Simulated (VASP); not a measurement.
LiNbO3, 10 atoms in the cell. Symmetry: R3c, No. 161, trigonal system. The conventional cell has a = 5.190 Å, b = 5.190 Å, c = 14.017 Å, α = 90.00°, β = 90.00°, γ = 120.00°. Li (site symmetry 3) has 6 O at 2.08 to 2.27 Å within 2.8 Å. Within 2.5 Å of Nb (site symmetry 3) lie 6 O at 1.88 to 2.16 Å. O (site symmetry 1) has 2 Nb at 1.88 to 2.16 Å and 2 Li at 2.08 to 2.27 Å within 2.5 Å. 

* Program: VASP 6.6.1
* Task: single point
* Functional: PBE
* Potentials or basis: VASP PAW PBE potentials, release 64 (Li_sv, Nb_sv, O)
* Cutoff: 520 eV
* k mesh: 7 × 7 × 7
* Occupations: gaussian, width 0.01 eV
* Spin: no spin polarisation
* Dipole correction: no
* Further INCAR settings: ALGO = Normal; EDIFF = 1e-06; NBANDS = 45

Potentials or basis: VASP PAW PBE potentials, release 64 (Li_sv, Nb_sv, O).

Run with:

```sh
$ cat potpaw_PBE.64/Li_sv/POTCAR potpaw_PBE.64/Nb_sv/POTCAR potpaw_PBE.64/O/POTCAR > POTCAR
$ mpirun -np 1 vasp_std > vasp.out
```

Hardware: 1 thread of Intel Xeon 8259CL (shared host).

Question: How long does it take, and how much memory?

Answer: Wall time 5.8 min on 1 thread of Intel Xeon 8259CL, on a shared host, peak memory 0.36 GiB. Counts: scf iterations 16, k points 44.
